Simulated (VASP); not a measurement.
# Ca (I4/mmm) in VASP: notebook

Ca is run at these levels: PBE; tasks: single point.

All numbers are computed with VASP 6.6.1; they aren't measurements. Logs are shortened: lines on timing, memory, paths and dates and some standing lists are left out, and cuts for length are marked.

### 1 The cell of the first run

The structure is tetragonal, space group I4/mmm (No. 139). The conventional cell has a = 3.952 Å, b = 3.952 Å, c = 5.365 Å, α = 90.00°, β = 90.00°, γ = 90.00°. Ca (site symmetry 4/mmm) has 12 Ca at 3.87 to 3.95 Å within 5.1 Å.

### 2 Single point, PBE (strain +0.000 along x and y, -0.040 along z)

File INCAR:

```
  PREC = Accurate
  ENCUT = 520
  EDIFF = 1E-7
  ISMEAR = 0
  SIGMA = 0.15
  LREAL = False
  LASPH = True
  NELM = 60
  ALGO = Normal
  ISIF = 2
  LWAVE = False
  LCHARG = True
  GGA = PE
  LELF = True
  LVHAR = True
  NBANDS = 11
```

File KPOINTS:

```
Automatic mesh
0
Gamma
  14 14 14
```

File POSCAR:

```
Ca
1.0
    0.0000000000      2.7942000000      2.6824320000
    2.7942000000      0.0000000000      2.6824320000
    2.7942000000      2.7942000000      0.0000000000
Ca
1
Direct
    0.0000000000      0.0000000000      0.0000000000
```

Potentials or basis: VASP PAW PBE potentials, release 64 (Ca_sv).

Launch:

```bash
$ cat potpaw_PBE.64/Ca_sv/POTCAR > POTCAR
$ mpirun -np 1 vasp_std > vasp.out
```

OUTCAR:

```text
PREC = Accurate
   ENCUT = 520
   EDIFF = 1E-7
   ISMEAR = 0
   LREAL = False
   LASPH = True
   NELM = 60
   ISIF = 2
   GGA = PE

 ion  position               nearest neighbor table
   1  0.000  0.000  0.000-

  LATTYP: Found a body centered tetragonal cell.
 ALAT       =     3.9515955360
 C/A-ratio  =     1.3576450199

  Lattice vectors:

 A1 = (   0.0000000000,  -2.7942000000,  -2.6824320000)
 A2 = (   0.0000000000,   2.7942000000,  -2.6824320000)
 A3 = (   2.7942000000,   0.0000000000,   2.6824320000)

Analysis of symmetry for initial positions (statically):
=====================================================================
 Subroutine PRICEL returns:
 Original cell was already a primitive cell.

 Routine SETGRP: Setting up the symmetry group for a
 body centered tetragonal supercell.

 Subroutine GETGRP returns: Found 16 space group operations
 (whereof 16 operations were pure point group operations)
 out of a pool of 16 trial point group operations.

The static configuration has the point symmetry D_4h.

Analysis of symmetry for dynamics (positions and initial velocities):
=====================================================================
 Subroutine PRICEL returns:
 Original cell was already a primitive cell.

 Routine SETGRP: Setting up the symmetry group for a
 body centered tetragonal supercell.

 Subroutine GETGRP returns: Found 16 space group operations
 (whereof 16 operations were pure point group operations)
 out of a pool of 16 trial point group operations.

The dynamic configuration has the point symmetry D_4h.

 Subroutine INISYM returns: Found 16 space group operations
 (whereof 16 operations are pure point group operations),
 and found     1 'primitive' translations

----------------------------------------------------------------------------------------

                                     Primitive cell

  volume of cell :      41.8865

  direct lattice vectors                    reciprocal lattice vectors
     0.000000000  2.794200000  2.682432000    -0.178942094  0.178942094  0.186398015
     2.794200000  0.000000000  2.682432000     0.178942094 -0.178942094  0.186398015
     2.794200000  2.794200000  0.000000000     0.178942094  0.178942094 -0.186398015

  length of vectors
     3.873369989  3.873369989  3.951595536     0.314300439  0.314300439  0.314300439

  position of ions in fractional coordinates (direct lattice)
     0.000000000  0.000000000  0.000000000

  ion indices of the primitive-cell ions
[... 81 lines left out ...]
   ISYM   =      2    0-nonsym 1-usesym 2-fastsym
   POTIM  = 0.5000    time-step for ionic-motion
   TEBEG  =    0.0;   TEEND  =   0.0 temperature during run
   PSTRESS=    0.0 pullay stress
   NELECT =      10.0000    total number of electrons
   NUPDOWN=      -1.0000    fix difference up-down
   EMIN   =  10.00;   EMAX   =-10.00  energy-range for DOS
   EFERMI =   0.00;   METHOD = LEGACY
   ISMEAR =     0;   SIGMA  =   0.15  broadening in eV -4-tet -1-fermi 0-gaus
   EFERMI_NEDOS =   21; number of points for ismear=-14 and -15
   IALGO  =     38    algorithm
   IMIX   =      4    mixing-type and parameters
     AMIX     =   0.40;   BMIX     =  1.00
     AMIX_MAG =   1.60;   BMIX_MAG =  1.00
  volume/ion in A,a.u.               =      41.89       282.66
  Fermi-wavevector in a.u.,A,eV,Ry     =   1.015587  1.919180 14.033267  1.031416
  Thomas-Fermi vector in A             =   2.148881
   LORBIT       =      0    0 simple, 1 ext, 2 COOP (PROOUT), +10 PAW based schemes
   GGA     = PE    functional components
   LHFCALC =     F    Hartree Fock is set to
   AEXX    =    0.0000 exact exchange contribution
   IVDW    =     0    specifies the selected vdW correction
   LEPSILON=     F    determine dielectric tensor
   LRPA    =     F    only Hartree local field effects (RPA)
 non-spin polarized calculation
 Gauss-broadening in eV      SIGMA  =   0.15
  energy-cutoff  :      520.00
  volume of cell :       41.89
 maximum number of plane-waves:      1158
 NGX is ok and might be reduce to    30
   NGX = 15   NGY = 15   NGZ = 15

 number of electron      10.0000000 magnetization

 Free energy of the ion-electron system (eV)
  ---------------------------------------------------
  ext. energy  EPLUGINS =         0.00000000
  ---------------------------------------------------
  free energy    TOTEN  =        -1.93633911 eV

  energy without entropy =       -1.92144801  energy(sigma->0) =       -1.92889356

 E-fermi :   1.9888     XC(G=0):  -7.7586

 val. band max:        1.9859783174   @ k =  -0.3571   0.4286   0.0714
 cond. band min:       1.9892635062   @ k =  -0.3571   0.3571   0.1429
 fundamental gap:      0.0032851889
 Fermi energy:         1.9887935441

 k-point     1 :       0.0000    0.0000    0.0000
  band No.  band energies     occupation
      1     -40.0098      2.00000
      2     -20.9271      2.00000
      3     -20.9271      2.00000
      4     -20.9235      2.00000
      5      -2.0491      2.00000
      6       4.2830      0.00000
      7       4.2830      0.00000
      8       4.4604      0.00000
      9       5.2949      0.00000
     10       5.5238      0.00000
     11      11.1553      0.00000
[... 309 lines left out ...]
 k-point    24 :       0.2857    0.1429    0.0000
  band No.  band energies     occupation
      1     -40.0010      2.00000
      2     -20.9982      2.00000
      3     -20.9496      2.00000
      4     -20.9435      2.00000
      5      -0.7810      2.00000
      6       3.3666      0.00000
      7       4.4081      0.00000
      8       4.5541      0.00000
      9       5.0839      0.00000
     10       5.6752      0.00000
     11       9.6932      0.00000

 [... further k-points ...]

------------------------ aborting loop because EDIFF is reached ----------------------------------------

  FORCE on cell =-STRESS in cart. coord.  units (eV):
  Direction    XX          YY          ZZ          XY          YZ          ZX
  --------------------------------------------------------------------------------------
  -------------------------------------------------------------------------------------
  Total        0.0138862      0.0138862      0.0789221      0.0000000     -0.0000000      0.0000000
  in kB        0.5311537      0.5311537      3.0188096      0.0000000     -0.0000000      0.0000000
  external PRESSURE =       1.3603724 kB  Pullay stress =       0.0000000 kB

 VOLUME and BASIS-vectors are now :
 -----------------------------------------------------------------------------
  energy-cutoff  :      520.00
  volume of cell :       41.89
      direct lattice vectors                 reciprocal lattice vectors
     0.000000000  2.794200000  2.682432000    -0.178942094  0.178942094  0.186398015
     2.794200000  0.000000000  2.682432000     0.178942094 -0.178942094  0.186398015
     2.794200000  2.794200000  0.000000000     0.178942094  0.178942094 -0.186398015

 POSITION                                       TOTAL-FORCE (eV/Angst)
 -----------------------------------------------------------------------------------
      0.00000      0.00000      0.00000         0.000000      0.000000     -0.000000
 -----------------------------------------------------------------------------------
    total drift:                               -0.000000     -0.000000      0.000000

  FREE ENERGIE OF THE ION-ELECTRON SYSTEM (eV)
  ---------------------------------------------------
  free  energy   TOTEN  =        -1.9363391098 eV

  energy  without entropy=       -1.9214480122  energy(sigma->0) =       -1.92889356
```

OSZICAR:

```text
N       E                     dE             d eps       ncg     rms          rms(c)
DAV:   1     0.668371549462E+02    0.66837E+02   -0.49989E+03  5368   0.822E+02
DAV:   2    -0.415472548353E+00   -0.67253E+02   -0.66607E+02  5927   0.210E+02
DAV:   3    -0.187188591789E+01   -0.14564E+01   -0.14387E+01  7838   0.304E+01
DAV:   4    -0.194575646156E+01   -0.73871E-01   -0.73626E-01  7085   0.529E+00
DAV:   5    -0.194720184643E+01   -0.14454E-02   -0.14450E-02  7456   0.655E-01    0.220E+00
DAV:   6    -0.193904751000E+01    0.81543E-02   -0.11197E-02  6689   0.115E+00    0.134E+00
DAV:   7    -0.193676365851E+01    0.22839E-02   -0.16770E-02  6245   0.151E+00    0.103E-01
DAV:   8    -0.193632727763E+01    0.43638E-03   -0.19592E-03  6444   0.419E-01    0.225E-02
DAV:   9    -0.193633895103E+01   -0.11673E-04   -0.88190E-05  6989   0.808E-02    0.729E-03
DAV:  10    -0.193633964220E+01   -0.69117E-06   -0.66589E-06  8098   0.189E-02    0.961E-04
DAV:  11    -0.193633924718E+01    0.39502E-06   -0.21384E-07  7609   0.296E-03    0.138E-03
DAV:  12    -0.193633910639E+01    0.14078E-06   -0.16844E-08  3722   0.144E-03    0.106E-04
DAV:  13    -0.193633910982E+01   -0.34245E-08   -0.38820E-09  3266   0.520E-04
   1 F= -.19363391E+01 E0= -.19288936E+01  d E =-.148911E-01
```

Run time: 44 s. Hardware: 1 thread of Intel Xeon 6975P-C (Granite Rapids), shared host; peak memory 0.25 GiB.

Results:

- Free energy: -1.9363 eV
- Pressure: 0.1 GPa
- Band gap on the k mesh: zero (band 5 reaches 2.15 eV, above the bottom of band 6 at 1.84 eV)

Stress tensor (GPa, compression positive):
```
0.05 0.00 0.00
0.00 0.05 0.00
0.00 0.00 0.30
```

Caveat: the cell differs from its parent crystal (strain +0.000 along x and y, -0.040 along z).

### 3 Single point, PBE (strain -0.040 along x and y, +0.040 along z)

File INCAR:

```
SYSTEM = Ca
ALGO     = Fast           ! electronic algorithm
EDIFF    = 1E-7           ! SCF threshold, eV
ENCUT    = 520            ! plane-wave cutoff, eV
GGA      = PE             ! functional
ISIF     = 2              ! what is computed and relaxed
ISMEAR   = 0              ! smearing method
LASPH    = .True.         ! aspherical terms in the spheres
LCHARG   = .False.        ! write CHGCAR
LREAL    = .False.        ! projectors in reciprocal space
LWAVE    = .False.        ! write WAVECAR
NBANDS   = 11             ! bands
NELM     = 80             ! most SCF steps
PREC     = Accurate       ! precision mode
SIGMA    = 0.15           ! smearing width, eV
```

File KPOINTS:

```
k-points
0
Gamma
  14 14 14
  0 0 0
```

File POSCAR:

```
Ca
1.0
    0.0000000000      2.6824320000      2.9059680000
    2.6824320000      0.0000000000      2.9059680000
    2.6824320000      2.6824320000      0.0000000000
Ca
1
Direct
    0.0000000000      0.0000000000      0.0000000000
```

Potentials or basis: VASP PAW PBE potentials, release 64 (Ca_sv).

Launch:

```bash
$ cat potpaw_PBE.64/Ca_sv/POTCAR > POTCAR
$ mpirun -np 1 vasp_std > vasp.out
```

It took 62 s on 1 thread of Intel Xeon 6975P-C (Granite Rapids), shared host; peak memory 0.24 GiB.

Results (log left out):

```
Free energy            : -1.9316 eV
Pressure               : 0.2 GPa
Band gap on the k mesh : zero (band 5 reaches 2.19 eV, above the bottom of band 6 at 1.85 eV)
```

Stress tensor (GPa, compression positive):
```
 0.46  0.00  0.00
 0.00  0.46  0.00
 0.00  0.00 -0.44
```

Levels at points of the mesh, in eV from the Fermi level:
```
           k point  band 1  band 2  band 3  band 4  band 5  band 6  band 7  band 8  band 9  band 10
(0.00, 0.00, 0.00)  -42.00  -22.92  -22.91  -22.91   -4.04    2.11    2.49    2.49    3.15     3.65
(0.50, 0.00, 0.00)  -41.99  -23.06  -22.95  -22.92   -0.98   -0.15    2.01    2.45    4.04     4.18
(0.50, 0.50, 0.00)  -41.98  -23.05  -22.95  -22.95   -0.64    0.49    0.68    4.15    4.29     4.29
(0.50, 0.00, 0.50)  -41.98  -23.05  -22.99  -22.96   -0.39    0.54    1.26    4.05    4.13     4.47
```

Caveat: the cell differs from its parent crystal (strain -0.040 along x and y, +0.040 along z).

(Part 1 of 2 ends here.)
